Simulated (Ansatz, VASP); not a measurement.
**One calculation of Be, two programs**

```
Be
1.0
     2.33012    0.00000    0.00000
    -1.16506    2.01794    0.00000
     0.00000    0.00000    3.65450
Be
2
Direct
  0.66667 0.33333 0.75000
  0.33333 0.66667 0.25000
```

Change from the starting cell: volume scaled by 1.06.

Alike in both runs: task single point; functional PBEsol; k mesh 13 × 13 × 8; occupations fermi-dirac, width 0.05 eV; no spin polarisation.

|  | VASP | Ansatz |
| --- | --- | --- |
| version | VASP 6.6.1 | Ansatz 0.2.0 |
| potentials or method | VASP PAW PBE potentials, release 64 (Be), cutoff 520 eV | all-electron LAPW, scalar-relativistic |

```csv
,VASP,Ansatz,Ansatz less VASP
gap on the k mesh at the Fermi level (eV),none,none,-
pressure (GPa),-9.4,-9.8,-0.35
"traceless stress, the component that is largest in VASP (GPa)",-1.12,-1.16,-0.046
```

VASP's potentials were made for PBE, not for PBEsol. A gap of «none» marks a metal or a gap that the smearing closes. Ansatz ran all-electron here, and VASP with PAW potentials.
